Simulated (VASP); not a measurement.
# ZnS2 (Pa-3) in VASP: single point with r2SCAN

Aim: the single point of ZnS2 with r2SCAN.

Program: VASP 6.6.1. These are calculated values, not measurements. Logs are shortened: lines on timing, memory, paths and dates and some standing lists are left out, and cuts for length are marked.

### Step 1. The cell of the first run

Symmetry: Pa-3, No. 205, cubic system. The conventional cell has a = 5.949 Å, b = 5.949 Å, c = 5.949 Å, α = 90.00°, β = 90.00°, γ = 90.00°. Within 3.3 Å of Zn (site symmetry -3) lie 6 S at 2.52 Å. S (site symmetry 3) has 1 S at 2.07 Å and 3 Zn at 2.52 Å within 2.7 Å.

### Step 2. Single point, r2SCAN

Contents of POSCAR:

```
ZnS2
1.0
    5.9490324409      0.0000000000      0.0000000000
    0.0000000000      5.9490324409      0.0000000000
    0.0000000000      0.0000000000      5.9490324409
Zn S
4 8
Direct
    0.5000000000      0.5000000000      0.0000000000
    0.5000000000      0.0000000000      0.5000000000
    0.0000000000      0.5000000000      0.5000000000
    0.0000000000      0.0000000000      0.0000000000
    0.1005490399      0.8994509601      0.3994509601
    0.8994509601      0.3994509601      0.1005490399
    0.3994509601      0.1005490399      0.8994509601
    0.6005490399      0.6005490399      0.6005490399
    0.8994509601      0.1005490399      0.6005490399
    0.1005490399      0.6005490399      0.8994509601
    0.6005490399      0.8994509601      0.1005490399
    0.3994509601      0.3994509601      0.3994509601
```

Contents of INCAR.step1:

```
PREC     = Accurate       # precision mode
ENCUT    = 520            # plane-wave cutoff, eV
ISMEAR   = 0              # smearing method
SIGMA    = 0.02           # smearing width, eV
LREAL    = False          # projectors in reciprocal space
LASPH    = True           # aspherical terms in the spheres
NELM     = 80             # most SCF steps
NBANDS   = 60             # bands
GGA      = PE             # functional
ALGO     = Normal         # electronic algorithm
EDIFF    = 1E-4           # SCF threshold, eV
LWAVE    = True           # write WAVECAR
LCHARG   = False          # write CHGCAR
```

Contents of INCAR.step2:

```
PREC     = Accurate       # precision mode
ENCUT    = 520            # plane-wave cutoff, eV
EDIFF    = 1E-7           # SCF threshold, eV
ISMEAR   = 0              # smearing method
SIGMA    = 0.02           # smearing width, eV
LREAL    = False          # projectors in reciprocal space
LASPH    = True           # aspherical terms in the spheres
NELM     = 80             # most SCF steps
ALGO     = Normal         # electronic algorithm
ISIF     = 2              # what is computed and relaxed
LWAVE    = False          # write WAVECAR
LCHARG   = True           # write CHGCAR
METAGGA  = R2SCAN         # meta-GGA
LMIXTAU  = True         
LELF     = True           # ELF
LVHAR    = True         
NBANDS   = 60             # bands
ISTART   = 1
```

Contents of KPOINTS:

```
Automatic mesh
0
Gamma
  6 6 6
```

Potentials or basis: VASP PAW PBE potentials, release 64 (Zn, S).

Started as:

```console
$ cat potpaw_PBE.64/Zn/POTCAR potpaw_PBE.64/S/POTCAR > POTCAR
$ cp INCAR.step1 INCAR
$ mpirun -np 1 vasp_std > vasp.out
$ cp INCAR.step2 INCAR
$ mpirun -np 1 vasp_std > vasp.out
```

OUTCAR:

```text
PREC = Accurate
   ENCUT = 520
   EDIFF = 1E-7
   ISMEAR = 0
   LREAL = False
   LASPH = True
   NELM = 80
   ISIF = 2
   METAGGA = R2SCAN
   ISTART = 1

 ion  position               nearest neighbor table
   1  0.500  0.500  0.000-   6 2.52   7 2.52   8 2.52  10 2.52  11 2.52  12 2.52
   2  0.500  0.000  0.500-   5 2.52   7 2.52   8 2.52   9 2.52  11 2.52  12 2.52
   3  0.000  0.500  0.500-   5 2.52   6 2.52   8 2.52   9 2.52  10 2.52  12 2.52
   4  0.000  0.000  0.000-   5 2.52   6 2.52   7 2.52   9 2.52  10 2.52  11 2.52
   5  0.101  0.899  0.399-   9 2.07   3 2.52   4 2.52   2 2.52
   6  0.899  0.399  0.101-  10 2.07   3 2.52   4 2.52   1 2.52
   7  0.399  0.101  0.899-  11 2.07   2 2.52   4 2.52   1 2.52
   8  0.601  0.601  0.601-  12 2.07   2 2.52   3 2.52   1 2.52
   9  0.899  0.101  0.601-   5 2.07   3 2.52   4 2.52   2 2.52
  10  0.101  0.601  0.899-   6 2.07   3 2.52   4 2.52   1 2.52
  11  0.601  0.899  0.101-   7 2.07   2 2.52   4 2.52   1 2.52
  12  0.399  0.399  0.399-   8 2.07   2 2.52   3 2.52   1 2.52

  LATTYP: Found a simple cubic cell.
 ALAT       =     5.9490324409

  Lattice vectors:

 A1 = (   5.9490324409,   0.0000000000,   0.0000000000)
 A2 = (   0.0000000000,   5.9490324409,   0.0000000000)
 A3 = (   0.0000000000,   0.0000000000,   5.9490324409)

Analysis of symmetry for initial positions (statically):
=====================================================================
 Subroutine PRICEL returns:
 Original cell was already a primitive cell.

 Routine SETGRP: Setting up the symmetry group for a
 simple cubic supercell.

 Subroutine GETGRP returns: Found 24 space group operations
 (whereof  6 operations were pure point group operations)
 out of a pool of 48 trial point group operations.

The static configuration has the point symmetry S_6 .
 The point group associated with its full space group is T_h .

Analysis of symmetry for dynamics (positions and initial velocities):
=====================================================================
 Subroutine PRICEL returns:
 Original cell was already a primitive cell.

 Routine SETGRP: Setting up the symmetry group for a
 simple cubic supercell.

 Subroutine GETGRP returns: Found 24 space group operations
 (whereof  6 operations were pure point group operations)
 out of a pool of 48 trial point group operations.

The dynamic configuration has the point symmetry S_6 .
 The point group associated with its full space group is T_h .

 Subroutine INISYM returns: Found 24 space group operations
 (whereof  6 operations are pure point group operations),
 and found     1 'primitive' translations

----------------------------------------------------------------------------------------

                                     Primitive cell

  volume of cell :     210.5421

  direct lattice vectors                    reciprocal lattice vectors
     5.949032441  0.000000000  0.000000000     0.168094562  0.000000000  0.000000000
     0.000000000  5.949032441  0.000000000     0.000000000  0.168094562  0.000000000
     0.000000000  0.000000000  5.949032441     0.000000000  0.000000000  0.168094562

  length of vectors
     5.949032441  5.949032441  5.949032441     0.168094562  0.168094562  0.168094562

  position of ions in fractional coordinates (direct lattice)
     0.500000000  0.500000000  0.000000000
     0.500000000  0.000000000  0.500000000
     0.000000000  0.500000000  0.500000000
     0.000000000  0.000000000  0.000000000
     0.100549040  0.899450960  0.399450960
     0.899450960  0.399450960  0.100549040
     0.399450960  0.100549040  0.899450960
     0.600549040  0.600549040  0.600549040
     0.899450960  0.100549040  0.600549040
     0.100549040  0.600549040  0.899450960
     0.600549040  0.899450960  0.100549040
     0.399450960  0.399450960  0.399450960

  ion indices of the primitive-cell ions
   primitive index   ion index
                 1           1
                 2           2
                 3           3
                 4           4
                 5           5
                 6           6
                 7           7
                 8           8
                 9           9
                10          10
                11          11
                12          12

----------------------------------------------------------------------------------------

 KPOINTS: Automatic mesh

Automatic generation of k-mesh.
 Grid dimensions read from file:
 generate k-points for:    6    6    6

 Generating k-lattice:

  Cartesian coordinates                     Fractional coordinates (reciprocal lattice)
     0.028015760  0.000000000  0.000000000     0.166666667  0.000000000  0.000000000
     0.000000000  0.028015760  0.000000000     0.000000000  0.166666667  0.000000000
     0.000000000  0.000000000  0.028015760     0.000000000  0.000000000  0.166666667

  Length of vectors
     0.028015760  0.028015760  0.028015760

  Shift w.r.t. Gamma in fractional coordinates (k-lattice)
     0.000000000  0.000000000  0.000000000

 Subroutine IBZKPT returns following result:
 ===========================================

 Found     24 irreducible k-points:

 Following reciprocal coordinates:
            Coordinates               Weight
  0.000000  0.000000  0.000000      1.000000
  0.166667  0.000000  0.000000      6.000000
  0.333333  0.000000  0.000000      6.000000
  0.500000  0.000000  0.000000      3.000000
  0.166667  0.166667  0.000000     12.000000
  0.333333  0.166667  0.000000     12.000000
[... 16 lines left out ...]
  0.500000  0.500000  0.333333      6.000000
  0.500000  0.500000  0.500000      1.000000
   k-points           NKPTS =     24   k-points in BZ     NKDIM =     24   number of bands    NBANDS=     60
   number of dos      NEDOS =    301   number of ions     NIONS =     12
   total plane-waves  NPLWV = 110592
   dimension x,y,z NGX =    48 NGY =   48 NGZ =   48
   dimension x,y,z NGXF=    96 NGYF=   96 NGZF=   96
   ions per type =               4   8
   NGX,Y,Z   is equivalent  to a cutoff of  13.41, 13.41, 13.41 a.u.
   NGXF,Y,Z  is equivalent  to a cutoff of  26.83, 26.83, 26.83 a.u.
 SYSTEM =  unknown system
   PREC   = accura    normal or accurate (medium, high low for compatibility)
   ISTART =      1    job   : 0-new  1-cont  2-samecut
   ICHARG =      0    charge: 1-file 2-atom 10-const
   ISPIN  =      1    spin polarized calculation?
   LNONCOLLINEAR =      F non collinear calculations
   LSORBIT =      F    spin-orbit coupling
   LASPH  =      T    aspherical Exc in radial PAW
   ENCUT  =  520.0 eV  38.22 Ry    6.18 a.u.  11.06 11.06 11.06*2*pi/ulx,y,z
   NELM   =     80;   NELMIN=  2; NELMDL=  0     # of ELM steps
   EDIFF  = 0.1E-06   stopping-criterion for ELM
   LREAL  =      F    real-space projection
   EDIFFG = 0.1E-05   stopping-criterion for IOM
   NSW    =      0    number of steps for IOM
   IBRION =     -1    ionic relax: 0-MD 1-quasi-New 2-CG
   NFREE  =      0    steps in history (QN), initial steepest desc. (CG)
   ISIF   =      2    stress and relaxation
   ISYM   =      2    0-nonsym 1-usesym 2-fastsym
   POTIM  = 0.5000    time-step for ionic-motion
   TEBEG  =    0.0;   TEEND  =   0.0 temperature during run
   PSTRESS=    0.0 pullay stress
   NELECT =      96.0000    total number of electrons
   NUPDOWN=      -1.0000    fix difference up-down
   EMIN   =  10.00;   EMAX   =-10.00  energy-range for DOS
   EFERMI =   0.00;   METHOD = LEGACY
   ISMEAR =     0;   SIGMA  =   0.02  broadening in eV -4-tet -1-fermi 0-gaus
   EFERMI_NEDOS =   21; number of points for ismear=-14 and -15
   IALGO  =     38    algorithm
   IMIX   =      4    mixing-type and parameters
     AMIX     =   0.40;   BMIX     =  1.00
     AMIX_MAG =   1.60;   BMIX_MAG =  1.00
  volume/ion in A,a.u.               =      17.55       118.40
  Fermi-wavevector in a.u.,A,eV,Ry     =   1.260044  2.381137 21.602104  1.587710
  Thomas-Fermi vector in A             =   2.393573
   LORBIT       =      0    0 simple, 1 ext, 2 COOP (PROOUT), +10 PAW based schemes
   METAGGA = R2SCAN    functional components
   LHFCALC =     F    Hartree Fock is set to
   AEXX    =    0.0000 exact exchange contribution
   IVDW    =     0    specifies the selected vdW correction
   LEPSILON=     F    determine dielectric tensor
   LRPA    =     F    only Hartree local field effects (RPA)
 non-spin polarized calculation
 Gauss-broadening in eV      SIGMA  =   0.02
  energy-cutoff  :      520.00
  volume of cell :      210.54
 maximum number of plane-waves:      5716
 NGX is ok and might be reduce to    48
   NGX = 23   NGY = 23   NGZ = 23

 number of electron      96.0000025 magnetization

 Free energy of the ion-electron system (eV)
  ---------------------------------------------------
  ext. energy  EPLUGINS =         0.00000000
  ---------------------------------------------------
  free energy    TOTEN  =      -105.84298102 eV

  energy without entropy =     -105.84298102  energy(sigma->0) =     -105.84298102

 E-fermi :   4.7899     XC(G=0): -10.9765

 val. band max:        4.6784211698   @ k =   0.0000   0.0000   0.0000
 cond. band min:       6.6252599702   @ k =   0.1667   0.1667   0.1667
 fundamental gap:      1.9468388004
 Fermi energy:         4.7898690001

 k-point     1 :       0.0000    0.0000    0.0000
  band No.  band energies     occupation
      1     -12.1228      2.00000
      2     -11.0653      2.00000
      3     -11.0653      2.00000
      4     -11.0653      2.00000
      5      -7.4244      2.00000
      6      -7.4244      2.00000
[... 52 lines left out ...]
     59      10.4423      0.00000
     60      11.5935      0.00000

 k-point     2 :       0.1667    0.0000    0.0000
  band No.  band energies     occupation
      1     -12.0615      2.00000
      2     -11.1475      2.00000
      3     -11.0565      2.00000
      4     -11.0562      2.00000
      5      -7.4248      2.00000
      6      -7.4198      2.00000
[... 52 lines left out ...]
     59      10.6338      0.00000
     60      11.1260      0.00000

 k-point     3 :       0.3333    0.0000    0.0000
  band No.  band energies     occupation
      1     -11.8880      2.00000
      2     -11.3625      2.00000
      3     -11.0384      2.00000
      4     -11.0380      2.00000
      5      -7.4209      2.00000
      6      -7.4125      2.00000
[... 1312 lines left out ...]
     59      10.2408      0.00000
     60      10.2408      0.00000

 k-point    24 :       0.5000    0.5000    0.5000
  band No.  band energies     occupation
      1     -11.2607      2.00000
      2     -11.2607      2.00000
      3     -11.2607      2.00000
      4     -11.2607      2.00000
      5      -7.6432      2.00000
      6      -7.6432      2.00000
[... 52 lines left out ...]
     59       9.9733      0.00000
     60       9.9733      0.00000

------------------------ aborting loop because EDIFF is reached ----------------------------------------

  FORCE on cell =-STRESS in cart. coord.  units (eV):
  Direction    XX          YY          ZZ          XY          YZ          ZX
  --------------------------------------------------------------------------------------
  -------------------------------------------------------------------------------------
  Total       -0.1346456     -0.1346456     -0.1346456     -0.0000000      0.0000000      0.0000000
  in kB       -1.0246223     -1.0246223     -1.0246223     -0.0000000      0.0000000      0.0000000
  external PRESSURE =      -1.0246223 kB  Pullay stress =       0.0000000 kB

 VOLUME and BASIS-vectors are now :
 -----------------------------------------------------------------------------
  energy-cutoff  :      520.00
  volume of cell :      210.54
      direct lattice vectors                 reciprocal lattice vectors
     5.949032441  0.000000000  0.000000000     0.168094562  0.000000000  0.000000000
     0.000000000  5.949032441  0.000000000     0.000000000  0.168094562  0.000000000
     0.000000000  0.000000000  5.949032441     0.000000000  0.000000000  0.168094562

 POSITION                                       TOTAL-FORCE (eV/Angst)
 -----------------------------------------------------------------------------------
      2.97452      2.97452      0.00000         0.000000      0.000000      0.000000
      2.97452      0.00000      2.97452         0.000000      0.000000      0.000000
      0.00000      2.97452      2.97452         0.000000      0.000000      0.000000
      0.00000      0.00000      0.00000         0.000000      0.000000      0.000000
      0.59817      5.35086      2.37635        -0.062268      0.062268      0.062268
      5.35086      2.37635      0.59817         0.062268      0.062268     -0.062268
      2.37635      0.59817      5.35086         0.062268     -0.062268      0.062268
      3.57269      3.57269      3.57269        -0.062268     -0.062268     -0.062268
      5.35086      0.59817      3.57269         0.062268     -0.062268     -0.062268
      0.59817      3.57269      5.35086        -0.062268     -0.062268      0.062268
      3.57269      5.35086      0.59817        -0.062268      0.062268     -0.062268
      2.37635      2.37635      2.37635         0.062268      0.062268      0.062268
 -----------------------------------------------------------------------------------
    total drift:                               -0.000000     -0.000000     -0.000000

  FREE ENERGIE OF THE ION-ELECTRON SYSTEM (eV)
  ---------------------------------------------------
  free  energy   TOTEN  =      -105.8429810180 eV

  energy  without entropy=     -105.8429810180  energy(sigma->0) =     -105.84298102
```

Run time: 15 min. Hardware: 1 thread of Intel Xeon Platinum 8488C (Sapphire Rapids), shared host; peak memory 0.49 GiB.

What came out:

```
Free energy            : -105.8430 eV
Pressure               : -0.1 GPa
Largest force          : 0.108 eV/Å
Band gap on the k mesh : 1.95 eV (least direct gap 2.04 eV)
```

Forces in eV/Å, atoms in the order of the input:
```
Zn   0.000  0.000  0.000
Zn   0.000  0.000  0.000
Zn   0.000  0.000  0.000
Zn   0.000  0.000  0.000
S   -0.062  0.062  0.062
S    0.062  0.062 -0.062
S    0.062 -0.062  0.062
S   -0.062 -0.062 -0.062
S    0.062 -0.062 -0.062
S   -0.062 -0.062  0.062
S   -0.062  0.062 -0.062
S    0.062  0.062  0.062
```

Caveat: the PAW data sets were made with another functional, which shifts forces and pressure a little. A k mesh can miss the band edges.
